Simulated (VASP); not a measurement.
Write the native input for VASP 6.6.1 that does the following.

```yaml
Task: single point
Functional: PBE
Potentials_or_basis: VASP PAW PBE potentials, release 64 (Mg, H)
Cutoff: 520 eV
k_mesh: 6 × 6 × 6
Occupations: gaussian, width 0.1 eV
Spin: no spin polarisation
Dipole_correction: no
Further_INCAR_settings: ALGO = Normal; EDIFF = 1e-07; NBANDS = 18
```

The structure of Mg8H lies in POSCAR:

```
Mg8H
1.0
    6.4693808180      0.0000000000      0.0000000000
   -3.2346904090      5.6026481352      0.0000000000
    0.0000000000      0.0000000000      5.1641888057
Mg H
8 1
Direct
    0.1666666667      0.3333333333      0.2500000000
    0.1657435308      0.8328717654      0.2500000000
    0.6671282346      0.3342564692      0.2500000000
    0.6671282346      0.8328717654      0.2500000000
    0.3409316853      0.1590683147      0.7500000000
    0.3409316853      0.6818633705      0.7500000000
    0.8181366295      0.1590683147      0.7500000000
    0.8333333333      0.6666666667      0.7500000000
    0.1666666667      0.3333333333      0.7500000000
```

One way to write it, as run:

INCAR

```
SYSTEM = Mg8H
PREC = Accurate ; ENCUT = 520
EDIFF = 1E-7 ; ISMEAR = 0
SIGMA = 0.1 ; LREAL = .FALSE.
LASPH = .TRUE. ; NELM = 60
ALGO = Normal ; ISIF = 2
LWAVE = .FALSE. ; LCHARG = .TRUE.
GGA = PE ; LELF = .TRUE.
LVHAR = .TRUE. ; NBANDS = 18
```

KPOINTS

```
regular mesh
0
G
  6 6 6
  0 0 0
```

Potentials or basis: VASP PAW PBE potentials, release 64 (Mg, H).

Launch:

```sh
$ cat potpaw_PBE.64/Mg/POTCAR potpaw_PBE.64/H/POTCAR > POTCAR
$ mpirun -np 1 vasp_std > vasp.out
```

It gave:

| Quantity | Value |
| --- | --- |
| Pressure | -0.1 GPa |
| Largest force | 0.008 eV/Å |

Wall time 49 s on 1 thread of Intel(R) Xeon(R) 6975P-C (Granite Rapids) (shared host), peak memory 0.32 GiB.
